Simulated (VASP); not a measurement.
# ScB107N108 (a cell with a defect) (Sc_B) in VASP: single point with PBE

Aim: the single point of ScB107N108 (a cell with a defect) (Sc_B) with PBE.

Everything below comes from runs of VASP 6.6.1. Logs are shortened: lines on timing, memory, paths and dates and some standing lists are left out, and cuts for length are marked.

## 1. The cell of the first run

The cell holds a defect, 216 atoms: a = 10.872 Å, b = 10.872 Å, c = 10.872 Å, α = 90.00°, β = 90.00°, γ = 90.00°.

## 2. Single point, PBE

The input, INCAR:

```
SYSTEM = ScB107N108
PREC = Accurate
ENCUT = 520
EDIFF = 1E-6
ISMEAR = 0
SIGMA = 0.01
LREAL = Auto
LASPH = .True.
NELM = 120
ALGO = Normal
ISIF = 2
LWAVE = .False.
LCHARG = .False.
GGA = PE
NBANDS = 550
GGA_COMPAT = .False.
NCORE = 4
```

The input, KPOINTS:

```
Automatic mesh
0
Gamma
  1 1 1
  0 0 0
```

The input, POSCAR:

```
ScB107N108
1.0
   10.8723311500      0.0000000000      0.0000000000
    0.0000000000      0.0000000000    -10.8723311500
    0.0000000000     10.8723311500      0.0000000000
B N Sc
107 108 1
Direct
   -0.0000550789     -0.0001594699      0.0003932746
   -0.0000554682      0.1663216152      0.1668742734
    0.1664256253     -0.0001590965      0.1668738955
    0.1665444827      0.1664407166      0.0002742227
   -0.0000557919     -0.0001592665      0.3333553528
   -0.0003506458      0.1660890259      0.4998905760
[... 208 lines left out ...]
    0.9166042536      0.9165000249      0.9171525710
    0.4999506670      0.4998225152      0.6668827333
```

Potentials or basis: VASP PAW PBE potentials, release 64 (B, N, Sc_sv).

On the command line:

```
$ cat potpaw_PBE.64/B/POTCAR potpaw_PBE.64/N/POTCAR potpaw_PBE.64/Sc_sv/POTCAR > POTCAR
$ mpirun -np 4 vasp_gam > vasp.out
```

OUTCAR:

```text
SYSTEM = ScB107N108
   PREC = Accurate
   ENCUT = 520
   EDIFF = 1E-6
   ISMEAR = 0
   LREAL = Auto
   LASPH = .True.
   NELM = 120
   ISIF = 2
   GGA = PE

 ion  position               nearest neighbor table
   1  1.000  1.000  0.000- 133 1.57 182 1.57 215 1.57 116 1.57
   2  1.000  0.166  0.167- 108 1.57 182 1.57 109 1.57 183 1.57
   3  0.166  1.000  0.167- 133 1.57 108 1.57 135 1.57 110 1.57
   4  0.167  0.166  0.000- 110 1.57 109 1.57 116 1.57 119 1.57
   5  1.000  1.000  0.333- 207 1.57 108 1.57 137 1.57 186 1.57
   6  1.000  0.166  0.500- 186 1.56 113 1.57 187 1.57 112 1.57
[... 45 lines left out ...]
  52  0.500  0.500  0.001- 167 1.57 164 1.57 157 1.57 158 1.57
  53  0.332  0.332  0.332- 111 1.56 156 1.57 126 1.58 149 1.58
  54  0.329  0.497  0.496- 160 1.52 126 1.55 161 1.59 127 1.59 216 2.63
  55  0.497  0.329  0.496- 160 1.52 149 1.55 162 1.59 151 1.59 216 2.63
  56  0.500  0.500  0.333- 161 1.57 162 1.57 159 1.57 156 1.57
  57  0.329  0.329  0.664- 160 1.52 115 1.55 130 1.59 153 1.59 216 2.63
  58  0.329  0.503  0.838- 165 1.52 131 1.55 130 1.59 164 1.59 216 2.63
  59  0.503  0.329  0.838- 166 1.52 155 1.55 164 1.59 153 1.59 216 2.63
  60  0.332  0.668  0.002- 134 1.56 157 1.57 176 1.58 131 1.58
  61  0.333  0.834  0.167- 135 1.56 134 1.57 168 1.57 169 1.57
  62  0.500  0.667  0.167- 170 1.57 168 1.57 159 1.57 157 1.57
  63  0.500  0.835  0.002- 176 1.54 169 1.56 179 1.57 170 1.57
  64  0.333  0.667  0.333- 138 1.57 168 1.57 123 1.57 161 1.57
  65  0.333  0.833  0.500- 138 1.57 139 1.57 173 1.57 172 1.57
  66  0.503  0.671  0.496- 163 1.52 174 1.55 172 1.59 161 1.59 216 2.63
  67  0.500  0.835  0.332- 174 1.54 171 1.56 168 1.57 173 1.57
  68  0.329  0.671  0.670- 165 1.52 142 1.55 172 1.59 127 1.59 216 2.63
  69  0.332  0.835  0.835- 143 1.56 177 1.57 142 1.58 176 1.58
  70  0.497  0.671  0.838- 165 1.52 176 1.55 178 1.59 167 1.59 216 2.63
  71  0.500  0.834  0.667- 172 1.57 178 1.57 177 1.57 175 1.57
  72  0.667  1.000  0.001- 205 1.56 188 1.57 179 1.57 146 1.57
  73  0.667  0.166  0.167- 180 1.56 181 1.57 147 1.57 146 1.57
  74  0.833  1.000  0.167- 207 1.57 182 1.57 205 1.57 180 1.57
  75  0.834  0.166  0.001- 182 1.56 188 1.57 191 1.57 181 1.57
  76  0.667  0.000  0.333- 180 1.56 209 1.57 150 1.57 171 1.57
[... 10 lines left out ...]
  87  0.835  0.500  0.002- 200 1.54 194 1.56 193 1.57 203 1.57
  88  0.667  0.333  0.333- 185 1.57 192 1.57 147 1.57 162 1.57
  89  0.671  0.503  0.496- 163 1.52 197 1.55 162 1.59 196 1.59 216 2.63
  90  0.834  0.333  0.500- 185 1.57 198 1.57 187 1.57 196 1.57
  91  0.835  0.500  0.332- 197 1.54 195 1.56 192 1.57 198 1.57
  92  0.671  0.329  0.670- 166 1.52 189 1.55 196 1.59 151 1.59 216 2.63
  93  0.671  0.497  0.838- 166 1.52 200 1.55 167 1.59 201 1.59 216 2.63
  94  0.835  0.332  0.835- 191 1.56 202 1.57 200 1.58 189 1.58
  95  0.834  0.500  0.667- 201 1.57 196 1.57 199 1.57 202 1.57
  96  0.667  0.667  0.000- 212 1.57 193 1.57 170 1.57 167 1.57
  97  0.667  0.834  0.167- 205 1.56 204 1.57 170 1.57 171 1.57
  98  0.834  0.667  0.167- 206 1.56 204 1.57 193 1.57 195 1.57
  99  0.833  0.833  0.000- 206 1.57 215 1.57 205 1.57 212 1.57
 100  0.668  0.668  0.332- 204 1.56 159 1.57 174 1.58 197 1.58
 101  0.668  0.835  0.499- 209 1.56 175 1.57 174 1.58 208 1.58
 102  0.835  0.668  0.499- 210 1.56 199 1.57 208 1.58 197 1.58
 103  0.834  0.834  0.333- 207 1.56 210 1.57 204 1.57 209 1.57
 104  0.671  0.671  0.664- 163 1.52 208 1.55 178 1.59 201 1.59 216 2.63
 105  0.667  0.833  0.834- 212 1.57 213 1.57 179 1.57 178 1.57
 106  0.834  0.667  0.834- 212 1.57 214 1.57 203 1.57 201 1.57
 107  0.835  0.835  0.667- 208 1.54 211 1.56 213 1.57 214 1.57
 108  0.083  0.083  0.250-   8 1.56   2 1.57   5 1.57   3 1.57
 109  0.083  0.250  0.084-  13 1.56  15 1.56   4 1.57   2 1.57
 110  0.250  0.083  0.084-  38 1.56  37 1.56   4 1.57   3 1.57
[... 103 lines left out ...]
 214  0.917  0.750  0.750-  34 1.57  33 1.57 106 1.57 107 1.57
 215  0.917  0.917  0.917-  82 1.56  34 1.56  99 1.57   1 1.57
 216  0.500  0.500  0.667- 166 1.89 160 1.89 165 1.89 163 1.89  59 2.63  92 2.63  57 2.63  55 2.63
                            93 2.63  58 2.63  89 2.63  70 2.63 104 2.63  54 2.63  68 2.63  66 2.63

  LATTYP: Found a simple cubic cell.
 ALAT       =    10.8723311500

  Lattice vectors:

 A1 = (  10.8723311500,   0.0000000000,   0.0000000000)
 A2 = (   0.0000000000,   0.0000000000, -10.8723311500)
 A3 = (   0.0000000000,  10.8723311500,   0.0000000000)

Analysis of symmetry for initial positions (statically):
=====================================================================
 Subroutine PRICEL returns:
 Original cell was already a primitive cell.

 Routine SETGRP: Setting up the symmetry group for a
 simple cubic supercell.

 Subroutine GETGRP returns: Found  2 space group operations
 (whereof  1 operations were pure point group operations)
 out of a pool of 48 trial point group operations.

The static configuration has the point symmetry C_1 .
 The point group associated with its full space group is C_1h.

Analysis of symmetry for dynamics (positions and initial velocities):
=====================================================================
 Subroutine PRICEL returns:
 Original cell was already a primitive cell.

 Routine SETGRP: Setting up the symmetry group for a
 simple cubic supercell.

 Subroutine GETGRP returns: Found  2 space group operations
 (whereof  1 operations were pure point group operations)
 out of a pool of 48 trial point group operations.

The dynamic configuration has the point symmetry C_1 .
 The point group associated with its full space group is C_1h.

 Subroutine INISYM returns: Found  2 space group operations
 (whereof  1 operations are pure point group operations),
 and found     1 'primitive' translations

----------------------------------------------------------------------------------------

                                     Primitive cell

  volume of cell :    1285.1920

  direct lattice vectors                    reciprocal lattice vectors
    10.872331150  0.000000000  0.000000000     0.091976595  0.000000000  0.000000000
     0.000000000  0.000000000-10.872331150     0.000000000  0.000000000 -0.091976595
     0.000000000 10.872331150  0.000000000     0.000000000  0.091976595  0.000000000

  length of vectors
    10.872331150 10.872331150 10.872331150     0.091976595  0.091976595  0.091976595

  position of ions in fractional coordinates (direct lattice)
     0.999944921  0.999840530  0.000393275
     0.999944532  0.166321615  0.166874273
     0.166425625  0.999840904  0.166873895
     0.166544483  0.166440717  0.000274223
     0.999944208  0.999840734  0.333355353
     0.999649354  0.166089026  0.499890576
[... 125 lines left out ...]
     0.083284683  0.750119265  0.250214552
     0.083080766  0.916704634  0.083737880
   k-points           NKPTS =      1   k-points in BZ     NKDIM =      1   number of bands    NBANDS=    550
   number of dos      NEDOS =    301   number of ions     NIONS =    216
   total plane-waves  NPLWV = 592704
   dimension x,y,z NGX =    84 NGY =   84 NGZ =   84
   dimension x,y,z NGXF=   168 NGYF=  168 NGZF=  168
   ions per type =             107 108   1
   NGX,Y,Z   is equivalent  to a cutoff of  12.84, 12.84, 12.84 a.u.
   NGXF,Y,Z  is equivalent  to a cutoff of  25.69, 25.69, 25.69 a.u.
 SYSTEM =  ScB107N108
   PREC   = accura    normal or accurate (medium, high low for compatibility)
   ISTART =      0    job   : 0-new  1-cont  2-samecut
   ICHARG =      2    charge: 1-file 2-atom 10-const
   ISPIN  =      1    spin polarized calculation?
   LNONCOLLINEAR =      F non collinear calculations
   LSORBIT =      F    spin-orbit coupling
   LASPH  =      T    aspherical Exc in radial PAW
   ENCUT  =  520.0 eV  38.22 Ry    6.18 a.u.  20.22 20.22 20.22*2*pi/ulx,y,z
   NELM   =    120;   NELMIN=  2; NELMDL= -5     # of ELM steps
   EDIFF  = 0.1E-05   stopping-criterion for ELM
   LREAL  =      T    real-space projection
   EDIFFG = 0.1E-04   stopping-criterion for IOM
   NSW    =      0    number of steps for IOM
   IBRION =     -1    ionic relax: 0-MD 1-quasi-New 2-CG
   NFREE  =      0    steps in history (QN), initial steepest desc. (CG)
   ISIF   =      2    stress and relaxation
   ISYM   =      2    0-nonsym 1-usesym 2-fastsym
   POTIM  = 0.5000    time-step for ionic-motion
   TEBEG  =    0.0;   TEEND  =   0.0 temperature during run
   PSTRESS=    0.0 pullay stress
   NELECT =     872.0000    total number of electrons
   NUPDOWN=      -1.0000    fix difference up-down
   EMIN   =  10.00;   EMAX   =-10.00  energy-range for DOS
   EFERMI =   0.00;   METHOD = LEGACY
   ISMEAR =     0;   SIGMA  =   0.01  broadening in eV -4-tet -1-fermi 0-gaus
   EFERMI_NEDOS =   21; number of points for ismear=-14 and -15
   IALGO  =     38    algorithm
   IMIX   =      4    mixing-type and parameters
     AMIX     =   0.40;   BMIX     =  1.00
     AMIX_MAG =   1.60;   BMIX_MAG =  1.00
  volume/ion in A,a.u.               =       5.95        40.15
  Fermi-wavevector in a.u.,A,eV,Ry     =   1.438548  2.718461 28.156168  2.069420
  Thomas-Fermi vector in A             =   2.557502
   LORBIT       =      0    0 simple, 1 ext, 2 COOP (PROOUT), +10 PAW based schemes
   GGA     = PE    functional components
   LHFCALC =     F    Hartree Fock is set to
   AEXX    =    0.0000 exact exchange contribution
   IVDW    =     0    specifies the selected vdW correction
   LEPSILON=     F    determine dielectric tensor
   LRPA    =     F    only Hartree local field effects (RPA)
 non-spin polarized calculation
 Gauss-broadening in eV      SIGMA  =   0.01
  energy-cutoff  :      520.00
  volume of cell :     1285.19
 maximum number of plane-waves:     17253
 NGX is ok and might be reduce to    84
   NGX = 41   NGY = 41   NGZ = 41

 number of electron     871.9999902 magnetization

 Free energy of the ion-electron system (eV)
  ---------------------------------------------------
  ext. energy  EPLUGINS =         0.00000000
  ---------------------------------------------------
  free energy    TOTEN  =     -1877.90179775 eV

  energy without entropy =    -1877.90179775  energy(sigma->0) =    -1877.90179775

 E-fermi :   7.5017     XC(G=0): -12.8088

 val. band max:        7.3745694495   @ k =   0.0000   0.0000   0.0000
 cond. band min:      11.7471098385   @ k =   0.0000   0.0000   0.0000
 fundamental gap:      4.3725403890
 Fermi energy:         7.5016892438

 k-point     1 :       0.0000    0.0000    0.0000
  band No.  band energies     occupation
      1     -39.0638      2.00000
      2     -18.2603      2.00000
      3     -18.2602      2.00000
      4     -18.2601      2.00000
      5     -12.7986      2.00000
      6     -11.9305      2.00000
[... 440 lines left out ...]
    447      13.0350      0.00000
    448      13.7638      0.00000
 [bands above 448 left out]

------------------------ aborting loop because EDIFF is reached ----------------------------------------

  FORCE on cell =-STRESS in cart. coord.  units (eV):
  Direction    XX          YY          ZZ          XY          YZ          ZX
  --------------------------------------------------------------------------------------
  -------------------------------------------------------------------------------------
  Total       35.6834345     35.6834345     35.6814413      0.0030486      0.0079871      0.0079871
  in kB       44.4845514     44.4845514     44.4820666      0.0038005      0.0099570      0.0099571
  external PRESSURE =      44.4837232 kB  Pullay stress =       0.0000000 kB

 VOLUME and BASIS-vectors are now :
 -----------------------------------------------------------------------------
  energy-cutoff  :      520.00
  volume of cell :     1285.19
      direct lattice vectors                 reciprocal lattice vectors
    10.872331150  0.000000000  0.000000000     0.091976595  0.000000000  0.000000000
     0.000000000  0.000000000-10.872331150     0.000000000  0.000000000 -0.091976595
     0.000000000 10.872331150  0.000000000     0.000000000  0.091976595  0.000000000

 POSITION                                       TOTAL-FORCE (eV/Angst)
 -----------------------------------------------------------------------------------
     10.87173      0.00428    -10.87060        -0.000669     -0.001384     -0.000731
     10.87173      1.81431     -1.80830        -0.000797     -0.000797     -0.001099
      1.80943      1.81431    -10.87060         0.000813     -0.000468      0.000200
      1.81073      0.00298     -1.80960        -0.000433     -0.000752     -0.001262
     10.87172      3.62435    -10.87060        -0.000468      0.000813      0.000200
     10.86852      5.43498     -1.80577         0.001983      0.001204     -0.000698
[... 208 lines left out ...]
      9.96562      9.97159     -9.96449        -0.000181     -0.000734     -0.000312
      5.43563      7.25057     -5.43424        -0.000434     -0.000434     -0.002923
 -----------------------------------------------------------------------------------
    total drift:                               -0.931611      0.869594     -0.055553

  FREE ENERGIE OF THE ION-ELECTRON SYSTEM (eV)
  ---------------------------------------------------
  free  energy   TOTEN  =     -1877.9017977528 eV

  energy  without entropy=    -1877.9017977528  energy(sigma->0) =    -1877.90179775
```

Wall time 8.1 min (4 MPI ranks of Intel Xeon Platinum 8488C (Sapphire Rapids), shared host); peak memory 0.43 GiB.

What came out:

```
Free energy            : -1877.9018 eV
Pressure               : 4.4 GPa
Largest force          : 0.082 eV/Å
Band gap on the k mesh : 4.37 eV
```

Caveat: the k points lie up to 0.58 Å⁻¹ apart.
